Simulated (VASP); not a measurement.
# LiTa2O5 (P-62m) in VASP: a series of runs

Runs on LiTa2O5. Level: PBE. Tasks: single point.

Program: VASP 6.6.1. These are calculated values, not measurements. Logs are shortened: lines on timing, memory, paths and dates and some standing lists are left out, and cuts for length are marked.

### Step 1. The cell of the first run

The structure is hexagonal, space group P-62m (No. 189). The conventional cell has a = 5.751 Å, b = 5.751 Å, c = 3.901 Å, α = 90.00°, β = 90.00°, γ = 120.00°. Within 3.5 Å of Li (site symmetry -62m) lie 12 O at 2.67 to 3.32 Å. Ta (site symmetry -6) has 5 O at 1.95 to 1.97 Å within 2.6 Å. Within 2.6 Å of O (site symmetry -6) lie 2 Ta at 1.95 Å. O (site symmetry m2m) has 2 Ta at 1.97 Å within 2.6 Å.

### Step 2. Single point, PBE

The input, INCAR:

```
PREC = Accurate
ENCUT = 520
EDIFF = 1E-6
ISMEAR = 0
SIGMA = 0.1
LREAL = F
LASPH = T
NELM = 100
ALGO = Normal
ISIF = 2
LWAVE = F
LCHARG = F
GGA = PE
NBANDS = 38
```

The input, KPOINTS:

```
regular mesh
0
Gamma
  12 12 10
```

The input, POSCAR:

```
LiTa2O5
1.0
    5.7510842556      0.0000000000      0.0000000000
   -2.8755421278      4.9805850646      0.0000000000
    0.0000000000      0.0000000000      3.9012998118
Li Ta O
1 2 5
Direct
    0.0000000000      0.0000000000      0.0000000000
    0.3333333333      0.6666666667      0.5000000000
    0.6666666667      0.3333333333      0.5000000000
    0.3333333333      0.6666666667      0.0000000000
    0.0000000000      0.3158210488      0.5000000000
    0.6841789512      0.6841789512      0.5000000000
    0.3158210488      0.0000000000      0.5000000000
    0.6666666667      0.3333333333      0.0000000000
```

Potentials or basis: VASP PAW PBE potentials, release 64 (Li_sv, Ta_pv, O).

Run with:

```bash
cat potpaw_PBE.64/Li_sv/POTCAR potpaw_PBE.64/Ta_pv/POTCAR potpaw_PBE.64/O/POTCAR > POTCAR
mpirun -np 1 vasp_std > vasp.out
```

OUTCAR:

```text
PREC = Accurate
   ENCUT = 520
   EDIFF = 1E-6
   ISMEAR = 0
   LREAL = F
   LASPH = T
   NELM = 100
   ISIF = 2
   GGA = PE

 ion  position               nearest neighbor table
   1  0.000  0.000  0.000-
   2  0.333  0.667  0.500-   4 1.95   4 1.95   7 1.97   5 1.97   6 1.97   3 3.32   3 3.32   3 3.32

   3  0.667  0.333  0.500-   8 1.95   8 1.95   5 1.97   7 1.97   6 1.97   2 3.32   2 3.32   2 3.32

   4  0.333  0.667  0.000-   2 1.95   2 1.95
   5  0.000  0.316  0.500-   3 1.97   2 1.97
   6  0.684  0.684  0.500-   3 1.97   2 1.97
   7  0.316  0.000  0.500-   2 1.97   3 1.97
   8  0.667  0.333  0.000-   3 1.95   3 1.95

  LATTYP: Found a hexagonal cell.
 ALAT       =     5.7510842556
 C/A-ratio  =     0.6783590082

  Lattice vectors:

 A1 = (   5.7510842556,   0.0000000000,   0.0000000000)
 A2 = (  -2.8755421278,   4.9805850646,   0.0000000000)
 A3 = (   0.0000000000,   0.0000000000,   3.9012998118)

Analysis of symmetry for initial positions (statically):
=====================================================================
 Subroutine PRICEL returns:
 Original cell was already a primitive cell.

 Routine SETGRP: Setting up the symmetry group for a
 hexagonal supercell.

 Subroutine GETGRP returns: Found 12 space group operations
 (whereof 12 operations were pure point group operations)
 out of a pool of 24 trial point group operations.

The static configuration has the point symmetry D_3h.

Analysis of symmetry for dynamics (positions and initial velocities):
=====================================================================
 Subroutine PRICEL returns:
 Original cell was already a primitive cell.

 Routine SETGRP: Setting up the symmetry group for a
 hexagonal supercell.

 Subroutine GETGRP returns: Found 12 space group operations
 (whereof 12 operations were pure point group operations)
 out of a pool of 24 trial point group operations.

The dynamic configuration has the point symmetry D_3h.

 Subroutine INISYM returns: Found 12 space group operations
 (whereof 12 operations are pure point group operations),
 and found     1 'primitive' translations

----------------------------------------------------------------------------------------

                                     Primitive cell

  volume of cell :     111.7479

  direct lattice vectors                    reciprocal lattice vectors
     5.751084256  0.000000000  0.000000000     0.173880256  0.100389812  0.000000000
    -2.875542128  4.980585065  0.000000000     0.000000000  0.200779625  0.000000000
     0.000000000  0.000000000  3.901299812     0.000000000  0.000000000  0.256324827

  length of vectors
     5.751084256  5.751084256  3.901299812     0.200779625  0.200779625  0.256324827

  position of ions in fractional coordinates (direct lattice)
     0.000000000  0.000000000  0.000000000
     0.333333333  0.666666667  0.500000000
     0.666666667  0.333333333  0.500000000
     0.333333333  0.666666667  0.000000000
     0.000000000  0.315821049  0.500000000
     0.684178951  0.684178951  0.500000000
     0.315821049  0.000000000  0.500000000
     0.666666667  0.333333333  0.000000000

  ion indices of the primitive-cell ions
   primitive index   ion index
                 1           1
                 2           2
                 3           3
                 4           4
                 5           5
                 6           6
                 7           7
                 8           8

----------------------------------------------------------------------------------------

 KPOINTS: regular mesh

Automatic generation of k-mesh.
 Grid dimensions read from file:
 generate k-points for:   12   12   10

 Generating k-lattice:

  Cartesian coordinates                     Fractional coordinates (reciprocal lattice)
     0.014490021  0.008365818  0.000000000     0.083333333 -0.000000000  0.000000000
     0.000000000  0.016731635  0.000000000     0.000000000  0.083333333  0.000000000
     0.000000000  0.000000000  0.025632483     0.000000000  0.000000000  0.100000000

  Length of vectors
[... 46 lines left out ...]
 NGX is ok and might be reduce to    48
   NGX = 21   NGY = 21   NGZ = 15

 number of electron      54.9999996 magnetization

 Free energy of the ion-electron system (eV)
  ---------------------------------------------------
  ext. energy  EPLUGINS =         0.00000000
  ---------------------------------------------------
  free energy    TOTEN  =       -69.45067503 eV

  energy without entropy =      -69.43529571  energy(sigma->0) =      -69.44298537

 E-fermi :   4.2138     XC(G=0):  -9.6917

 val. band max:        4.2124811912   @ k =   0.0833   0.0833   0.1000
 cond. band min:       4.2173242279   @ k =   0.1667   0.0000   0.3000
 fundamental gap:      0.0048430367
 Fermi energy:         4.2137641487

 k-point     1 :       0.0000    0.0000    0.0000
  band No.  band energies     occupation
      1     -44.5600      2.00000
      2     -32.7818      2.00000
      3     -32.7818      2.00000
      4     -32.5536      2.00000
      5     -32.5536      2.00000
      6     -32.4930      2.00000
[... 30 lines left out ...]
     37       9.1537      0.00000
     38       9.8375      0.00000

 k-point     2 :       0.0833   -0.0000    0.0000
  band No.  band energies     occupation
      1     -44.5600      2.00000
      2     -32.7829      2.00000
      3     -32.7789      2.00000
      4     -32.5567      2.00000
      5     -32.5524      2.00000
      6     -32.4926      2.00000
[... 30 lines left out ...]
     37       9.0950      0.00000
     38       9.7543      0.00000

 k-point     3 :       0.1667    0.0000    0.0000
  band No.  band energies     occupation
      1     -44.5600      2.00000
      2     -32.7860      2.00000
      3     -32.7705      2.00000
      4     -32.5656      2.00000
      5     -32.5493      2.00000
      6     -32.4914      2.00000
[... 30 lines left out ...]
     37       8.9314      0.00000
[... 781 lines left out ...]
 k-point    23 :       0.2500    0.0000    0.1000
  band No.  band energies     occupation
      1     -44.5600      2.00000
      2     -32.7896      2.00000
      3     -32.7573      2.00000
      4     -32.5787      2.00000
      5     -32.5446      2.00000
      6     -32.5013      2.00000
[... 30 lines left out ...]
     37       9.0701      0.00000
     38       9.4475      0.00000

 k-point    24 :       0.3333   -0.0000    0.1000
  band No.  band energies     occupation
      1     -44.5600      2.00000
      2     -32.7935      2.00000
      3     -32.7423      2.00000
      4     -32.5945      2.00000
      5     -32.5405      2.00000
      6     -32.4989      2.00000
[... 30 lines left out ...]
     37       8.9957      0.00000
     38       9.3726      0.00000

 [... further k-points ...]
[... 5 lines left out ...]
  --------------------------------------------------------------------------------------
  -------------------------------------------------------------------------------------
  Total        0.4141762      0.4141762      0.5156783      0.0000000      0.0000000      0.0000000
  in kB        5.9382201      5.9382201      7.3934993      0.0000000      0.0000000      0.0000000
  external PRESSURE =       6.4233132 kB  Pullay stress =       0.0000000 kB

 VOLUME and BASIS-vectors are now :
 -----------------------------------------------------------------------------
  energy-cutoff  :      520.00
  volume of cell :      111.75
      direct lattice vectors                 reciprocal lattice vectors
     5.751084256  0.000000000  0.000000000     0.173880256  0.100389812  0.000000000
    -2.875542128  4.980585065  0.000000000     0.000000000  0.200779625  0.000000000
     0.000000000  0.000000000  3.901299812     0.000000000  0.000000000  0.256324827

 POSITION                                       TOTAL-FORCE (eV/Angst)
 -----------------------------------------------------------------------------------
      0.00000      0.00000      0.00000        -0.000000     -0.000000      0.000000
     -0.00000      3.32039      1.95065        -0.000000     -0.000000      0.000000
      2.87554      1.66020      1.95065        -0.000000     -0.000000      0.000000
     -0.00000      3.32039      0.00000        -0.000000     -0.000000      0.000000
     -0.90816      1.57297      1.95065         0.044139     -0.076450      0.000000
      1.96739      3.40761      1.95065         0.044139      0.076450     -0.000000
      1.81631      0.00000      1.95065        -0.088277     -0.000000      0.000000
      2.87554      1.66020      0.00000        -0.000000     -0.000000      0.000000
 -----------------------------------------------------------------------------------
    total drift:                                0.000001      0.000002      0.000000

  FREE ENERGIE OF THE ION-ELECTRON SYSTEM (eV)
  ---------------------------------------------------
  free  energy   TOTEN  =       -69.4506750340 eV

  energy  without entropy=      -69.4352957057  energy(sigma->0) =      -69.44298537
```

Run time: 8.4 min. Hardware: 1 thread of Intel Xeon Platinum 8259CL at 2.50GHz (Skylake/Cascade Lake), shared host; peak memory 0.52 GiB.

What came out:

* Free energy: -69.4507 eV
* Largest force: 0.088 eV/Å

Forces on the atoms (eV/Å):
```
Li   0.000  0.000  0.000
Ta   0.000  0.000  0.000
Ta   0.000  0.000  0.000
O    0.000  0.000  0.000
O    0.044 -0.076  0.000
O    0.044  0.076  0.000
O   -0.088  0.000  0.000
O    0.000  0.000  0.000
```

Levels at points of the mesh, in eV from the Fermi level:
```csv
k point,band 23,band 24,band 25,band 26,band 27,band 28,band 29,band 30,band 31,band 32
"(0.00, 0.00, 0.00)",-4.49,-4.25,-4.00,-4.00,-3.77,-0.56,-0.56,-0.31,-0.31,0.20
"(0.50, 0.00, 0.00)",-4.56,-4.17,-4.16,-3.97,-3.94,-0.06,0.63,0.72,0.73,1.20
"(0.00, 0.00, 0.50)",-5.54,-5.54,-5.51,-3.38,-3.38,-0.35,-0.35,1.41,2.35,2.35
"(0.50, 0.00, 0.50)",-5.39,-5.23,-4.05,-3.79,-3.58,0.65,2.15,2.45,2.72,2.74
```

Caveat: the cutoff is under 1.25 times the usual one of these potentials, so pressure, stress and relaxed cells hold a basis-set (Pulay) error; spin-orbit coupling is left out, which moves the levels of the heavy elements; an odd number of electrons without spin polarisation forces a metal; a magnetic or distorted state may lie lower.

### Step 3. Single point, PBE

This run uses another cell than the first one, of 14.08 Å³/atom, 1.008 times its volume.

The input, INCAR:

```
ALGO     = Normal         # electronic algorithm
EDIFF    = 1E-6           # SCF threshold, eV
ENCUT    = 520            # plane-wave cutoff, eV
GGA      = PE             # functional
ISIF     = 2              # what is computed and relaxed
ISMEAR   = 0              # smearing method
LASPH    = T              # aspherical terms in the spheres
LCHARG   = F              # write CHGCAR
LREAL    = F              # projectors in reciprocal space
LWAVE    = F              # write WAVECAR
NBANDS   = 38             # bands
NELM     = 100            # most SCF steps
PREC     = Accurate       # precision mode
SIGMA    = 0.1            # smearing width, eV
```

The input, KPOINTS:

```
k-points
0
Gamma
  3 3 4
```

The input, POSCAR:

```
LiTa2O5
1.0
    5.7738034204      0.0000000000      0.0000000000
   -2.8869017102      5.0002604385      0.0000000000
    0.0000000000      0.0000000000      3.9018881212
Li Ta O
1 2 5
Direct
    0.0000000000      0.0000000000      0.0000000000
    0.3333333333      0.6666666667      0.5000000000
    0.6666666667      0.3333333333      0.5000000000
    0.3333333333      0.6666666667      0.0000000000
    0.0000000000      0.3192653031      0.5000000000
    0.6807346969      0.6807346969      0.5000000000
    0.3192653031      0.0000000000      0.5000000000
    0.6666666667      0.3333333333      0.0000000000
```

Potentials or basis: VASP PAW PBE potentials, release 64 (Li_sv, Ta_pv, O).

Run with:

```bash
cat potpaw_PBE.64/Li_sv/POTCAR potpaw_PBE.64/Ta_pv/POTCAR potpaw_PBE.64/O/POTCAR > POTCAR
mpirun -np 1 vasp_std > vasp.out
```

Wall time 36 s (1 thread of Intel Xeon Platinum 8488C (Sapphire Rapids), shared host); peak memory 0.25 GiB.

The run converged. Its results:

```yaml
Free_energy: -69.5219 eV
Largest_force: 0.087 eV/Å
```

Forces in eV/Å, atoms in the order of the input:
```
Li   0.000  0.000  0.000
Ta   0.000  0.000  0.000
Ta   0.000  0.000  0.000
O    0.000  0.000  0.000
O    0.044 -0.075  0.000
O    0.044  0.075  0.000
O   -0.087  0.000  0.000
O    0.000  0.000  0.000
```

Levels at points of the mesh, in eV from the Fermi level:
| k point | band 23 | band 24 | band 25 | band 26 | band 27 | band 28 | band 29 | band 30 | band 31 | band 32 |
| --- | --- | --- | --- | --- | --- | --- | --- | --- | --- | --- |
| (0.00, 0.00, 0.00) | -4.56 | -4.28 | -4.05 | -4.05 | -3.82 | -0.61 | -0.61 | -0.38 | -0.38 | 0.07 |
| (0.00, 0.00, 0.50) | -5.67 | -5.67 | -5.62 | -3.46 | -3.46 | -0.42 | -0.42 | 1.30 | 2.30 | 2.30 |

Caveat: the k points lie up to 0.42 Å⁻¹ apart; the cutoff is under 1.25 times the usual one of these potentials, so pressure, stress and relaxed cells hold a basis-set (Pulay) error; spin-orbit coupling is left out, which moves the levels of the heavy elements; an odd number of electrons without spin polarisation forces a metal; a magnetic or distorted state may lie lower.

### Step 4. Single point, PBE

This run uses another cell than the first one, of 28.15 Å³/atom, 2.015 times its volume.

The input, INCAR:

```
SYSTEM = LiTa2O5
PREC = Accurate ; ENCUT = 520
EDIFF = 1E-6 ; ISMEAR = 0
SIGMA = 0.1 ; LREAL = .FALSE.
LASPH = .TRUE. ; NELM = 100
ALGO = Normal ; ISIF = 2
LWAVE = .FALSE. ; LCHARG = .FALSE.
GGA = PE ; NBANDS = 38
```

The input, KPOINTS:

```
regular mesh
0
G
  3 3 4
  0 0 0
```

The input, POSCAR:

```
LiTa2O5
1.0
    7.6630790600      0.0000000000      0.0000000000
   -3.8315395300      6.6364211400      0.0000000000
    0.0000000000      0.0000000000      4.4279018100
Li Ta O
1 2 5
Direct
    0.0000000000      0.0000000000      0.0000000000
    0.3333333300      0.6666666700      0.5000000000
    0.6666666700      0.3333333300      0.5000000000
    0.3333333300      0.6666666700      0.0000000000
    0.0000000000      0.4543264500      0.5000000000
    0.5456735500      0.5456735500      0.5000000000
    0.4543264500      0.0000000000      0.5000000000
    0.6666666700      0.3333333300      0.0000000000
```

Run with:

```bash
cat potpaw_PBE.64/Li_sv/POTCAR potpaw_PBE.64/Ta_pv/POTCAR potpaw_PBE.64/O/POTCAR > POTCAR
mpirun -np 1 vasp_std > vasp.out
```

Run time: 86 s. Hardware: 1 thread of Intel Xeon Platinum 8488C (Sapphire Rapids), shared host; peak memory 0.37 GiB.

Results (log left out):

* Free energy: -60.6985 eV
* Largest force: 1.042 eV/Å

Forces in eV/Å, atoms in the order of the input:
```
Li   0.000  0.000  0.000
Ta   0.000  0.000  0.000
Ta   0.000  0.000  0.000
O    0.000  0.000  0.000
O   -0.521  0.902  0.000
O   -0.521 -0.902  0.000
O    1.042  0.000  0.000
O    0.000  0.000  0.000
```

Levels at points of the mesh, in eV from the Fermi level:
```
           k point  band 25  band 26  band 27  band 28  band 29  band 30
(0.00, 0.00, 0.00)    -2.28    -2.23    -2.23    -0.46    -0.21    -0.21
(0.00, 0.00, 0.50)    -2.94    -1.82    -1.82     0.06     0.06     0.63
```

Caveat: the cutoff is under 1.25 times the usual one of these potentials, so pressure, stress and relaxed cells hold a basis-set (Pulay) error; spin-orbit coupling is left out, which moves the levels of the heavy elements; an odd number of electrons without spin polarisation forces a metal; a magnetic or distorted state may lie lower.

### Step 5. Single point, PBE

This run uses another cell than the first one, of 14.00 Å³/atom, 1.002 times its volume.

The input, INCAR:

```
SYSTEM = LiTa2O5
PREC = Accurate
ENCUT = 520
EDIFF = 1E-6
ISMEAR = 0
SIGMA = 0.1
LREAL = .FALSE.
LASPH = .TRUE.
NELM = 100
ALGO = Normal
ISIF = 2
LWAVE = .FALSE.
LCHARG = .TRUE.
GGA = PE
LELF = .TRUE.
LVHAR = .TRUE.
NBANDS = 38
```

The input, KPOINTS:

```
Automatic mesh
0
G
  6 6 10
  0 0 0
```

The input, POSCAR:

```
LiTa2O5
1.0
    5.7565899503      0.0000000000      0.0000000000
   -2.8782949751      4.9853531361      0.0000000000
    0.0000000000      0.0000000000      3.9016753559
Li Ta O
1 2 5
Direct
    0.0000000000      0.0000000000      0.0000000000
    0.3333333333      0.6666666667      0.5000000000
    0.6666666667      0.3333333333      0.5000000000
    0.3333333333      0.6666666667      0.0000000000
    0.0000000000      0.3165178251      0.5000000000
    0.6834821749      0.6834821749      0.5000000000
    0.3165178251      0.0000000000      0.5000000000
    0.6666666667      0.3333333333      0.0000000000
```

Run with:

```bash
cat potpaw_PBE.64/Li_sv/POTCAR potpaw_PBE.64/Ta_pv/POTCAR potpaw_PBE.64/O/POTCAR > POTCAR
mpirun -np 1 vasp_std > vasp.out
```

Wall time 2.1 min (1 thread of AMD EPYC 9R45 (Zen 5), shared host); peak memory 0.3 GiB.

Results (log left out):

```yaml
Free_energy: -69.4465 eV
Largest_force: 0.087 eV/Å
```

Forces on the atoms (eV/Å):
```
Li   0.000  0.000  0.000
Ta   0.000  0.000  0.000
Ta   0.000  0.000  0.000
O    0.000  0.000  0.000
O    0.043 -0.075  0.000
O    0.043  0.075  0.000
O   -0.087  0.000  0.000
O    0.000  0.000  0.000
```

Levels at points of the mesh, in eV from the Fermi level:
```csv
k point,band 23,band 24,band 25,band 26,band 27,band 28,band 29,band 30,band 31,band 32
"(0.00, 0.00, 0.00)",-4.50,-4.26,-4.01,-4.01,-3.78,-0.57,-0.57,-0.32,-0.32,0.18
"(0.50, 0.00, 0.00)",-4.57,-4.18,-4.18,-3.98,-3.95,-0.08,0.62,0.71,0.72,1.20
"(0.00, 0.00, 0.50)",-5.56,-5.56,-5.52,-3.40,-3.40,-0.36,-0.36,1.39,2.34,2.34
"(0.50, 0.00, 0.50)",-5.41,-5.26,-4.06,-3.81,-3.59,0.64,2.13,2.44,2.71,2.73
```

Caveat: the cutoff is under 1.25 times the usual one of these potentials, so pressure, stress and relaxed cells hold a basis-set (Pulay) error; spin-orbit coupling is left out, which moves the levels of the heavy elements; an odd number of electrons without spin polarisation forces a metal; a magnetic or distorted state may lie lower.

### Step 6. Summary

```csv
cell,k mesh,gap on the mesh (eV),largest force (eV/Å)
"a = 5.751, b = 5.751, c = 3.901 Å, angles 90.0, 90.0, 120.0°, 8 atoms",12 × 12 × 10,none,0.09
"a = 5.774, b = 5.774, c = 3.902 Å, angles 90.0, 90.0, 120.0°, 8 atoms",3 × 3 × 4,none,0.09
"a = 7.663, b = 7.663, c = 4.428 Å, angles 90.0, 90.0, 120.0°, 8 atoms",3 × 3 × 4,none,1.04
"a = 5.757, b = 5.757, c = 3.902 Å, angles 90.0, 90.0, 120.0°, 8 atoms",6 × 6 × 10,none,0.09
```

Alike in all rows: task single point; level PBE; potentials or basis VASP PAW PBE potentials, release 64 (Li_sv, Ta_pv, O); no spin polarisation; cutoff (eV) 520; smearing gaussian 0.1 eV.

Caveats: some runs use coarse meshes; the cutoff is under 1.25 times the usual one of these potentials, so pressure, stress and relaxed cells hold a basis-set (Pulay) error; spin-orbit coupling is left out, which moves the levels of the heavy elements; an odd number of electrons without spin polarisation forces a metal; a magnetic or distorted state may lie lower.

Absolute energies hang on the potentials; compare differences alone.
